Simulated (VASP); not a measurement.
# CuSi16 (a cell with a defect) in VASP: further runs

CuSi16 (a cell with a defect) is run at these levels: PBE; tasks: single point.

Program: VASP 6.6.1. These are calculated values, not measurements. Logs are shortened: lines on timing, memory, paths and dates and some standing lists are left out, and cuts for length are marked.

## Step 1: The cell of the first run

The cell holds a defect, 17 atoms: a = 7.679 Å, b = 7.679 Å, c = 7.679 Å, α = 60.00°, β = 60.00°, γ = 60.00°.

## Step 2: Single point, PBE

Contents of INCAR:

```
SYSTEM = CuSi16
PREC = Accurate
ENCUT = 520
EDIFF = 1E-6
ISMEAR = -1
SIGMA = 0.02
LREAL = Auto
LASPH = .TRUE.
NELM = 80
ALGO = Normal
ISIF = 2
LWAVE = .FALSE.
LCHARG = .FALSE.
GGA = PE
NELECT = 74.0
NBANDS = 52
```

Contents of KPOINTS:

```
regular mesh
0
G
  2 2 2
  0 0 0
```

Contents of POSCAR:

```
CuSi16
1.0
    0.0000000000      5.4300000000      5.4300000000
    5.4300000000      0.0000000000      5.4300000000
    5.4300000000      5.4300000000      0.0000000000
Si Cu
16 1
Direct
   -0.0367863720     -0.0013167587      0.0101565378
    0.1774953959      0.0844198895      0.0716758748
   -0.0252025783      0.0237292818      0.4655340700
    0.1061325967      0.1209023941      0.6153222836
   -0.0004880295      0.4643370166      0.0361233886
    0.1255801105      0.6304419890      0.0938121547
    0.0645211786      0.4864180479      0.4518876611
    0.0898987109      0.6503591160      0.6197145488
    0.5433057090      0.0066390424     -0.0442081031
    0.6030939227      0.1698342541      0.1284714549
    0.4644843462     -0.0354788214      0.4978545120
    0.6082136280      0.1302209945      0.6000736648
    0.5149263352      0.5504880295     -0.0397882136
    0.6218968692      0.6329834254      0.1455801105
    0.4500368324      0.4975322284      0.5126151013
    0.6638766114      0.5540239411      0.6020902394
    0.8450276243      0.8438674033      0.4367771639
```

Potentials or basis: VASP PAW PBE potentials, release 64 (Si, Cu).

On the command line:

```bash
> cat potpaw_PBE.64/Si/POTCAR potpaw_PBE.64/Cu/POTCAR > POTCAR
> mpirun -np 1 vasp_std > vasp.out
```

OUTCAR:

```text
SYSTEM = CuSi16
   PREC = Accurate
   ENCUT = 520
   EDIFF = 1E-6
   ISMEAR = -1
   LREAL = Auto
   LASPH = .TRUE.
   NELM = 80
   ISIF = 2
   GGA = PE
   NELECT = 74.0

 ion  position               nearest neighbor table
   1  0.963  0.999  0.010-  10 2.29   6 2.33   2 2.35   4 2.48  17 2.68
   2  0.177  0.084  0.072-   9 2.32   1 2.35   5 2.46   3 2.53
   3  0.975  0.024  0.466-  17 2.20  12 2.30   8 2.35   4 2.38   2 2.53
   4  0.106  0.121  0.615-  11 2.26   7 2.35   3 2.38   1 2.48
   5  1.000  0.464  0.036-   6 2.23  14 2.38   2 2.46   8 2.64
   6  0.126  0.630  0.094-   5 2.23   7 2.28   1 2.33  13 2.47
   7  0.065  0.486  0.452-   6 2.28   8 2.32   4 2.35  17 2.37  16 2.55
   8  0.090  0.650  0.620-  15 2.27   7 2.32  17 2.34   3 2.35   5 2.64
   9  0.543  0.007  0.956-  12 2.26   2 2.32  14 2.38  10 2.53
  10  0.603  0.170  0.128-   1 2.29  13 2.41  11 2.42   9 2.53
  11  0.464  0.965  0.498-   4 2.26  10 2.42  17 2.44  12 2.59  16 2.61
  12  0.608  0.130  0.600-   9 2.26   3 2.30  15 2.32  17 2.49  11 2.59
  13  0.515  0.550  0.960-  16 2.38  14 2.39  10 2.41   6 2.47
  14  0.622  0.633  0.146-  15 2.34   9 2.38   5 2.38  13 2.39
  15  0.450  0.498  0.513-   8 2.27  12 2.32  14 2.34  16 2.34
  16  0.664  0.554  0.602-  15 2.34  13 2.38   7 2.55  11 2.61  17 2.65
  17  0.845  0.844  0.437-   3 2.20   8 2.34   7 2.37  11 2.44  12 2.49  16 2.65   1 2.68

  LATTYP: Found a face centered cubic cell.
 ALAT       =    10.8600000000

  Lattice vectors:

 A1 = (   0.0000000000,   5.4300000000,   5.4300000000)
 A2 = (   5.4300000000,   0.0000000000,   5.4300000000)
 A3 = (   5.4300000000,   5.4300000000,   0.0000000000)

Analysis of symmetry for initial positions (statically):
=====================================================================
 Subroutine PRICEL returns:
 Original cell was already a primitive cell.

 Routine SETGRP: Setting up the symmetry group for a
 face centered cubic supercell.

 Subroutine GETGRP returns: Found  1 space group operations
 (whereof  1 operations were pure point group operations)
 out of a pool of 48 trial point group operations.

The static configuration has the point symmetry C_1 .

Analysis of symmetry for dynamics (positions and initial velocities):
=====================================================================
 Subroutine PRICEL returns:
 Original cell was already a primitive cell.

 Routine SETGRP: Setting up the symmetry group for a
 face centered cubic supercell.

 Subroutine GETGRP returns: Found  1 space group operations
 (whereof  1 operations were pure point group operations)
 out of a pool of 48 trial point group operations.

The dynamic configuration has the point symmetry C_1 .

 Subroutine INISYM returns: Found  1 space group operations
 (whereof  1 operations are pure point group operations),
 and found     1 'primitive' translations

----------------------------------------------------------------------------------------

                                     Primitive cell

  volume of cell :     320.2060

  direct lattice vectors                    reciprocal lattice vectors
     0.000000000  5.430000000  5.430000000    -0.092081031  0.092081031  0.092081031
     5.430000000  0.000000000  5.430000000     0.092081031 -0.092081031  0.092081031
     5.430000000  5.430000000  0.000000000     0.092081031  0.092081031 -0.092081031

  length of vectors
     7.679179644  7.679179644  7.679179644     0.159489025  0.159489025  0.159489025

  position of ions in fractional coordinates (direct lattice)
     0.963213628  0.998683241  0.010156538
     0.177495396  0.084419889  0.071675875
     0.974797422  0.023729282  0.465534070
     0.106132597  0.120902394  0.615322284
     0.999511971  0.464337017  0.036123389
     0.125580111  0.630441989  0.093812155
[... 9 lines left out ...]
     0.663876611  0.554023941  0.602090239
     0.845027624  0.843867403  0.436777164

  ion indices of the primitive-cell ions
   primitive index   ion index
                 1           1
                 2           2
[... 49 lines left out ...]
 non-spin polarized calculation
  energy-cutoff  :      520.00
  volume of cell :      320.21
 maximum number of plane-waves:      8646
 NGX is ok and might be reduce to    60
   NGX = 29   NGY = 29   NGZ = 29

 number of electron      74.0000000 magnetization

 Free energy of the ion-electron system (eV)
  ---------------------------------------------------
  ext. energy  EPLUGINS =         0.00000000
  ---------------------------------------------------
  free energy    TOTEN  =       -91.50757136 eV

  energy without entropy =      -91.50132929  energy(sigma->0) =      -91.50445032

 E-fermi :   6.2639     XC(G=0):  -9.6788

 val. band max:        6.2474872694   @ k =   0.0000   0.0000   0.0000
 cond. band min:       6.2800687070   @ k =   0.0000   0.0000   0.0000
 fundamental gap:      0.0325814375
 Fermi energy:         6.2638750505

 k-point     1 :       0.0000    0.0000    0.0000
  band No.  band energies     occupation
      1      -5.9133      2.00000
      2      -3.7019      2.00000
      3      -3.6013      2.00000
      4      -3.4154      2.00000
      5      -3.1847      2.00000
      6      -2.0867      2.00000
[... 41 lines left out ...]
     48       8.4959      0.00000
     49       8.6015      0.00000

 k-point     2 :       0.5000    0.0000    0.0000
  band No.  band energies     occupation
      1      -5.2539      2.00000
      2      -4.9384      2.00000
      3      -3.5164      2.00000
      4      -3.2663      2.00000
      5      -3.1995      2.00000
      6      -2.9311      2.00000
[... 41 lines left out ...]
     48       9.7943      0.00000
     49       9.9179      0.00000

 k-point     3 :       0.0000    0.5000    0.0000
  band No.  band energies     occupation
      1      -5.2184      2.00000
      2      -4.9996      2.00000
      3      -3.5038      2.00000
      4      -3.3449      2.00000
      5      -3.1543      2.00000
      6      -2.8871      2.00000
[... 249 lines left out ...]
     48      10.3005      0.00000
     49      10.4505      0.00000

 k-point     8 :       0.5000    0.0000    0.5000
  band No.  band energies     occupation
      1      -5.0477      2.00000
      2      -4.6608      2.00000
      3      -4.0417      2.00000
      4      -3.8343      2.00000
      5      -3.6552      2.00000
      6      -3.4209      2.00000
[... 41 lines left out ...]
     48      10.2908      0.00000
     49      10.3751      0.00000
 [bands above 49 left out]

------------------------ aborting loop because EDIFF is reached ----------------------------------------

  FORCE on cell =-STRESS in cart. coord.  units (eV):
  Direction    XX          YY          ZZ          XY          YZ          ZX
  --------------------------------------------------------------------------------------
  -------------------------------------------------------------------------------------
  Total       -4.5773664     -4.1226578     -5.2429851     -1.1683098      2.8892534      0.5734746
  in kB      -22.9032323    -20.6280599    -26.2337106     -5.8457349     14.4566187      2.8694278
  external PRESSURE =     -23.2550010 kB  Pullay stress =       0.0000000 kB

 VOLUME and BASIS-vectors are now :
 -----------------------------------------------------------------------------
  energy-cutoff  :      520.00
  volume of cell :      320.21
      direct lattice vectors                 reciprocal lattice vectors
     0.000000000  5.430000000  5.430000000    -0.092081031  0.092081031  0.092081031
     5.430000000  0.000000000  5.430000000     0.092081031 -0.092081031  0.092081031
     5.430000000  5.430000000  0.000000000     0.092081031  0.092081031 -0.092081031

 POSITION                                       TOTAL-FORCE (eV/Angst)
 -----------------------------------------------------------------------------------
      5.47800      5.28540     10.65310        -0.941013     -0.216693      1.227752
      0.84760      1.35300      1.42220         2.093900     -0.245211     -0.388528
      2.65670      7.82100      5.42200        -0.113079      0.639799      2.438367
      3.99770      3.91750      1.23280         0.728820     -0.025739     -0.912506
      2.71750      5.62350      7.94870        -1.595331     -1.573406     -0.328963
      3.93270      1.19130      4.10520        -0.246769      0.809822      1.515939
[... 9 lines left out ...]
      6.27770      6.87420      6.61320         1.275152     -0.097722      0.967821
      6.95390      6.96020      9.17070        -0.504858     -1.185642     -1.273617
 -----------------------------------------------------------------------------------
    total drift:                               -0.002187     -0.005096     -0.004086

  FREE ENERGIE OF THE ION-ELECTRON SYSTEM (eV)
  ---------------------------------------------------
  free  energy   TOTEN  =       -91.5075713641 eV

  energy  without entropy=      -91.5013292855  energy(sigma->0) =      -91.50445032
```

Run time: 3.7 min. Hardware: 1 thread of Intel Xeon 6975P-C (Granite Rapids), shared host; peak memory 0.48 GiB.

Results:

- Free energy: -91.5076 eV
- Largest force: 2.523 eV/Å

Forces in eV/Å, atoms in the order of the input:
```
Si  -0.941 -0.217  1.228
Si   2.094 -0.245 -0.389
Si  -0.113  0.640  2.438
Si   0.729 -0.026 -0.913
Si  -1.595 -1.573 -0.329
Si  -0.247  0.810  1.516
Si   0.035 -0.113 -1.577
Si   1.087  1.829 -1.063
Si   1.148  1.289 -0.408
Si  -0.365 -0.877 -1.005
Si  -0.608  1.094  1.269
Si  -0.407 -1.043 -0.851
Si  -0.197  0.012 -1.132
Si  -0.836 -0.518  0.483
Si  -0.553  0.221  1.039
Si   1.275 -0.098  0.968
Cu  -0.505 -1.186 -1.274
```

Levels at points of the mesh, in eV from the Fermi level:
| k point | band 34 | band 35 | band 36 | band 37 | band 38 | band 39 | band 40 | band 41 |
| --- | --- | --- | --- | --- | --- | --- | --- | --- |
| (0.00, 0.00, 0.00) | -0.57 | -0.44 | -0.39 | -0.02 | 0.02 | 0.39 | 0.60 | 0.86 |
| (0.50, 0.00, 0.00) | -0.82 | -0.62 | -0.44 | -0.12 | 0.45 | 1.00 | 1.17 | 1.24 |
| (0.00, 0.50, 0.00) | -0.82 | -0.74 | -0.54 | -0.19 | 0.62 | 0.68 | 1.05 | 1.20 |
| (0.00, 0.00, 0.50) | -0.67 | -0.62 | -0.46 | -0.27 | 0.38 | 1.15 | 1.17 | 1.20 |
| (0.50, 0.50, 0.50) | -0.87 | -0.64 | -0.35 | -0.28 | 0.67 | 0.89 | 1.12 | 1.22 |
| (0.50, 0.50, 0.00) | -1.33 | -1.09 | -0.86 | -0.78 | 0.73 | 0.92 | 1.86 | 1.97 |
| (0.00, 0.50, 0.50) | -1.36 | -1.17 | -0.95 | -0.59 | 0.73 | 0.77 | 1.77 | 1.93 |
| (0.50, 0.00, 0.50) | -1.17 | -1.15 | -0.97 | -0.86 | 0.68 | 1.00 | 1.98 | 2.07 |

Caveat: the k points lie up to 0.50 Å⁻¹ apart; the cell carries a net charge on a neutralising background, which shifts energy and pressure; the cell is charged against a uniform background, so pressure and absolute levels hang on convention.

## Step 3: Single point, PBE

Contents of INCAR:

```
SYSTEM = CuSi16
ALGO     = Normal         ! electronic algorithm
EDIFF    = 1E-7           ! SCF threshold, eV
ENCUT    = 520            ! plane-wave cutoff, eV
GGA      = PE             ! functional
ISIF     = 2              ! what is computed and relaxed
ISMEAR   = -1             ! smearing method
LASPH    = .TRUE.         ! aspherical terms in the spheres
LCHARG   = .TRUE.         ! write CHGCAR
LELF     = .TRUE.         ! ELF
LREAL    = Auto         
LVHAR    = .TRUE.       
LWAVE    = .FALSE.        ! write WAVECAR
NBANDS   = 52             ! bands
NELECT   = 74.0         
NELM     = 60             ! most SCF steps
PREC     = Accurate       ! precision mode
SIGMA    = 0.02           ! smearing width, eV
```

Contents of KPOINTS:

```
k-points
0
G
  2 2 2
  0 0 0
```

Contents of POSCAR:

```
CuSi16
1.0
    0.0000000000      5.4300000000      5.4300000000
    5.4300000000      0.0000000000      5.4300000000
    5.4300000000      5.4300000000      0.0000000000
Si Cu
16 1
Direct
   -0.0411049724     -0.0430202578      0.0510865562
    0.1086095764      0.1174493554      0.1292725599
    0.0338766114      0.0227716390      0.5000644567
    0.1195027624      0.1086372007      0.6838121547
    0.0018784530      0.4803867403     -0.0288581952
    0.1275598527      0.6085359116      0.0935267035
   -0.0043278085      0.4888766114      0.4852486188
    0.1263720074      0.6261694291      0.5958195212
    0.5030478821      0.0002670350     -0.0452394107
    0.5888858195      0.1513167587      0.1009484346
    0.4786003683      0.0122099448      0.5001289134
    0.6644014733      0.1515837937      0.5771086556
    0.4960773481      0.4968876611     -0.0541988950
    0.6421362799      0.6067771639      0.0614364641
    0.4822559853      0.5147237569      0.4363627993
    0.6335635359      0.6224401473      0.5651657459
    0.8492909761      0.8436372007      0.4876887661
```

Potentials or basis: VASP PAW PBE potentials, release 64 (Si, Cu).

On the command line:

```bash
> cat potpaw_PBE.64/Si/POTCAR potpaw_PBE.64/Cu/POTCAR > POTCAR
> mpirun -np 1 vasp_std > vasp.out
```

It took 4 min on 1 thread of Intel Xeon 6975P-C (Granite Rapids), shared host; peak memory 0.48 GiB.

It converged, with:

```yaml
Free_energy: -92.6032 eV
Largest_force: 3.076 eV/Å
```

Forces on the atoms (eV/Å):
```
Si   1.418 -0.556  1.130
Si  -1.209  0.961  0.352
Si  -1.423 -0.817 -0.656
Si   0.821 -0.208  0.576
Si  -0.072  0.148  0.626
Si  -0.219  0.860 -1.331
Si  -1.573  0.211  0.079
Si   0.821  1.176  0.097
Si   0.344  0.050 -0.423
Si  -1.099  1.710 -2.309
Si  -1.364  0.035  0.915
Si   1.196 -0.362 -1.220
Si   0.515 -0.942  1.621
Si   1.603 -1.022  0.104
Si  -0.799  0.987  1.428
Si   0.967 -0.946 -0.848
Cu   0.073 -1.283 -0.142
```

Levels at points of the mesh, in eV from the Fermi level:
| k point | band 33 | band 34 | band 35 | band 36 | band 37 | band 38 | band 39 | band 40 | band 41 | band 42 |
| --- | --- | --- | --- | --- | --- | --- | --- | --- | --- | --- |
| (0.00, 0.00, 0.00) | -1.17 | -1.01 | -0.72 | -0.44 | -0.11 | 0.11 | 0.24 | 0.35 | 0.46 | 0.60 |
| (0.50, 0.00, 0.00) | -1.86 | -1.23 | -1.07 | -0.78 | -0.62 | 0.44 | 0.79 | 0.90 | 1.06 | 1.36 |
| (0.00, 0.50, 0.00) | -1.95 | -1.22 | -0.96 | -0.88 | -0.75 | 0.51 | 0.68 | 0.83 | 1.00 | 1.26 |
| (0.00, 0.00, 0.50) | -2.12 | -1.24 | -0.95 | -0.71 | -0.30 | 0.35 | 0.66 | 0.94 | 1.03 | 1.30 |
| (0.50, 0.50, 0.50) | -1.95 | -1.22 | -0.95 | -0.88 | -0.72 | 0.23 | 0.80 | 1.05 | 1.12 | 1.24 |
| (0.50, 0.50, 0.00) | -1.88 | -1.66 | -1.50 | -1.30 | -0.99 | 0.62 | 0.63 | 1.48 | 1.63 | 2.06 |
| (0.00, 0.50, 0.50) | -1.91 | -1.72 | -1.45 | -1.30 | -1.01 | 0.49 | 0.63 | 1.45 | 1.77 | 2.04 |
| (0.50, 0.00, 0.50) | -1.86 | -1.62 | -1.38 | -1.25 | -1.10 | 0.47 | 0.73 | 1.50 | 1.72 | 1.94 |

Caveat: the k points lie up to 0.50 Å⁻¹ apart; the cell carries a net charge on a neutralising background, which shifts energy and pressure; the cell is charged against a uniform background, so pressure and absolute levels hang on convention.

## Step 4: Single point, PBE

Contents of INCAR:

```
SYSTEM = CuSi16
PREC = Accurate ; ENCUT = 520
EDIFF = 1E-6 ; ISMEAR = -1
SIGMA = 0.02 ; LREAL = Auto
LASPH = .TRUE. ; NELM = 80
ALGO = Normal ; ISIF = 2
LWAVE = .FALSE. ; LCHARG = .FALSE.
GGA = PE ; NELECT = 74.0
NBANDS = 52
```

Contents of KPOINTS:

```
Automatic mesh
0
G
  2 2 2
  0 0 0
```

Contents of POSCAR:

```
CuSi16
1.0
    0.0000000000      5.4300000000      5.4300000000
    5.4300000000      0.0000000000      5.4300000000
    5.4300000000      5.4300000000      0.0000000000
Si Cu
16 1
Direct
    0.0228084715     -0.0209116022      0.0475782689
    0.1115101289      0.1986003683      0.0892817680
   -0.0073572744      0.0176887661      0.4614640884
    0.0872191529      0.0936095764      0.6526887661
    0.0221454880      0.5695672192     -0.0869337017
    0.1697053407      0.5931123389      0.1269797422
   -0.0223388582      0.4732596685      0.4987108656
    0.1624861878      0.6102209945      0.5519152855
    0.4819060773     -0.0184622468     -0.0016114180
    0.6346869245      0.0940239411      0.1168784530
    0.4473020258      0.0299171271      0.4808195212
    0.6070349908      0.1194290976      0.6080294659
    0.5306998158      0.4650460405      0.0248066298
    0.6696132597      0.6106077348      0.1211049724
    0.5356998158      0.4806721915      0.5004511971
    0.5839226519      0.6485082873      0.6343093923
    0.8158379374      0.8441252302      0.4104419890
```

On the command line:

```bash
> cat potpaw_PBE.64/Si/POTCAR potpaw_PBE.64/Cu/POTCAR > POTCAR
> mpirun -np 1 vasp_std > vasp.out
```

It took 3.2 min on 1 thread of Intel Xeon 6975P-C (Granite Rapids), shared host; peak memory 0.48 GiB.

The run converged. Its results:

```
Free energy   : -92.3274 eV
Largest force : 1.921 eV/Å
```

Forces on the atoms (eV/Å):
```
Si  -1.379 -1.338 -0.032
Si  -0.395  0.926 -0.148
Si  -0.825  0.202 -0.689
Si   1.338  0.212 -0.362
Si   0.385  1.513  0.150
Si   0.431 -1.552 -0.592
Si  -0.503  0.576  0.314
Si   0.796 -0.435  0.441
Si  -0.057  0.000  0.992
Si  -0.100 -0.397  0.157
Si   0.157  0.338 -0.037
Si   0.327  0.866 -0.476
Si  -0.720 -0.172  1.134
Si   0.311 -0.998 -0.723
Si  -0.728 -1.465 -0.256
Si   0.793  1.572 -0.536
Cu   0.169  0.153  0.664
```

Levels at points of the mesh, in eV from the Fermi level:
```csv
k point,band 35,band 36,band 37,band 38,band 39,band 40
"(0.00, 0.00, 0.00)",-0.46,-0.34,-0.19,0.19,0.37,0.51
"(0.50, 0.00, 0.00)",-0.74,-0.71,-0.49,0.65,0.99,1.09
"(0.00, 0.50, 0.00)",-0.80,-0.64,-0.47,0.57,0.89,1.07
"(0.00, 0.00, 0.50)",-0.78,-0.56,-0.35,0.35,0.88,0.96
"(0.50, 0.50, 0.50)",-0.73,-0.61,-0.44,0.59,0.93,1.11
"(0.50, 0.50, 0.00)",-1.27,-1.09,-0.76,0.54,0.87,1.70
"(0.00, 0.50, 0.50)",-1.19,-1.09,-0.84,0.73,0.90,1.71
"(0.50, 0.00, 0.50)",-1.23,-1.15,-0.89,0.75,0.87,1.72
```

Caveat: the k points lie up to 0.50 Å⁻¹ apart; the cell carries a net charge on a neutralising background, which shifts energy and pressure; the cell is charged against a uniform background, so pressure and absolute levels hang on convention.
